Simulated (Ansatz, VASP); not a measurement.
**SiO2 in VASP and in Ansatz**

```
Si O
1.0
     4.98200    0.00000    0.00000
     0.00000    4.98200    0.00000
     0.00000    0.00000    6.96300
Si O
4 8
Direct
  0.30391 0.30391 0.00000
  0.19609 0.80391 0.25000
  0.69609 0.69609 0.50000
  0.80391 0.19609 0.75000
  0.23732 0.11397 0.18374
  0.38603 0.73732 0.43374
  0.76268 0.88603 0.68374
  0.61397 0.26268 0.93374
  0.73732 0.38603 0.56626
  0.88603 0.76268 0.31626
  0.26268 0.61397 0.06626
  0.11397 0.23732 0.81626
```

Alike in both runs: task electric field gradients; functional r2SCAN; k mesh 5 × 5 × 4; occupations fermi-dirac, width 0.02 eV; no spin polarisation.

|  | VASP | Ansatz |
| --- | --- | --- |
| version | VASP 6.6.1 | Ansatz 0.2.0 |
| potentials or method | VASP PAW PBE potentials, release 64 (Si, O) | plane-wave PAW, scalar-relativistic |
| plane-wave cutoff (eV) | 520 | 500 |
| valence electrons in the cell | 64 | 64 |

```tsv
	VASP	Ansatz	Ansatz less VASP
gap on the k mesh at the Fermi level (eV)	6.25	6.25	0.000
pressure (GPa)	-3.5	-3.6	-0.18
traceless stress, the component that is largest in VASP (GPa)	-0.54	-0.51	+0.026
rms of the force components (eV/Å)	0.138	0.137	-0.0011
size of Vzz on the site where it differs most (V/Å²)	89.2	93.8	+4.61
```

VASP's potentials were made for PBE, not for r2SCAN. Atom by atom the forces differ by 0.009 eV/Å (rms over components).
